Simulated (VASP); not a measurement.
Set up this calculation in VASP 6.6.1, as the native input.

```yaml
Task: single point
Functional: PBE
Potentials_or_basis: VASP PAW PBE potentials, release 64 (Be)
Cutoff: 520 eV
k_mesh: 21 × 21 × 21
Occupations: fermi-dirac, width 0.08 eV
Spin: no spin polarisation
Dipole_correction: no
Further_INCAR_settings: ALGO = Normal; EDIFF = 1e-06; NBANDS = 7
```

The structure of Be lies in POSCAR:

```
Be
1.0
   -1.1408577191      1.1408577191      1.1408577191
    1.1408577191     -1.1408577191      1.1408577191
    1.1408577191      1.1408577191     -1.1408577191
Be
1
Direct
    0.0000000000      0.0000000000      0.0000000000
```

This cell differs from its parent crystal: volume scaled by 0.76.

One way to write it, as run:

INCAR

```
SYSTEM = Be
ALGO = Normal ; EDIFF = 1E-6
ENCUT = 520 ; GGA = PE
ISIF = 2 ; ISMEAR = -1
LASPH = .TRUE. ; LCHARG = .FALSE.
LREAL = .FALSE. ; LWAVE = .FALSE.
NBANDS = 7 ; NELM = 100
PREC = Accurate ; SIGMA = 0.08
```

KPOINTS

```
k-points
0
G
  21 21 21
  0 0 0
```

Potentials or basis: VASP PAW PBE potentials, release 64 (Be).

Command:

```sh
$ cat potpaw_PBE.64/Be/POTCAR > POTCAR
$ mpirun -np 1 vasp_std > vasp.out
```

It gave:

```json
{"Pressure": "54.0 GPa", "Band gap on the k mesh": "zero (band 1 reaches 14.91 eV, above the bottom of band 2 at 8.85 eV)"}
```

Wall time 3.7 s on 1 thread of Intel(R) Xeon(R) Platinum 8375C CPU @ 2.90GHz (Ice Lake), with other jobs on the host, peak memory 0.12 GiB.
